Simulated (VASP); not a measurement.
Crystal: TiO2.

```xyz
6
Lattice="-1.9209 2.0454 4.6529 1.9209 -2.0454 4.6529 1.9209 2.0454 -4.6529" Properties=species:S:1:pos:R:3 pbc="T T T"
Ti    0.0000    2.0454    1.0872
Ti    0.0000    0.0000    8.2386
O     0.0000    0.0000    6.0454
O     0.0000    0.0000    0.9978
O     1.9209    0.0000    3.8101
O     0.0000    2.0454    3.1447
```

This cell differs from its parent crystal: atoms taken out.

```yaml
Program: VASP 6.6.1
Task: relaxation of cell and atoms
Functional: PBE
Dispersion: D3(BJ)
Potentials_or_basis: VASP PAW PBE potentials, release 64 (Ti_sv, O)
Cutoff: 600 eV
k_mesh: 6 × 6 × 6
Occupations: gaussian, width 0.1 eV
Spin: no spin polarisation
Hubbard_terms: Ti d U = 4.0 eV
```

At the start: pressure -10.0 GPa; volume 12.19 Å³/atom.

Q: Where does the relaxation end?

A: Over 15 steps the energy falls by 102.1 meV/atom and the volume is 11.84 Å³/atom (-2.8 %); space group Imm2 (No. 44, to 0.1 Å) before, I4_1/amd (No. 141, to 0.1 Å).

Step by step:
```
step  energy change (eV)  largest force (eV/Å)  pressure (GPa)  volume (Å³)
   1              0.0000                2.4181          -10.04        73.13
   2             -0.2590                0.9105           16.09        65.32
   3             -0.3597                0.9430            5.63        67.85
   4             -0.5416                0.3753            1.68        69.27
   5             -0.5466                0.4678            1.07        69.56
   6             -0.5745                0.3551           -0.91        70.42
   7             -0.5811                0.3168           -2.30        71.08
   8             -0.5966                0.2818           -0.25        70.63
   9             -0.5983                0.2657            0.71        70.43
  10             -0.6050                0.2147            0.55        70.58
  11             -0.6119                0.0777            0.21        70.94
  12             -0.6119                0.0726            0.21        70.95
  13             -0.6123                0.0578           -0.13        71.10
  14             -0.6124                0.0386           -0.06        71.07
  15             -0.6124                0.0103            0.03        71.05
```

Final structure:
```xyz
6
Lattice="-1.9210 1.9219 4.8112 1.9210 -1.9219 4.8112 1.9210 1.9219 -4.8112" Properties=species:S:1:pos:R:3 pbc="T T T"
Ti    0.0000    1.9219    1.2130
Ti    0.0000    0.0000    8.4303
O     0.0000    0.0000    6.4256
O     0.0000    0.0000    0.8115
O     1.9210    0.0000    4.0200
O     0.0000    1.9219    3.2170
```

Caveat: the cell differs from its parent crystal (atoms taken out).
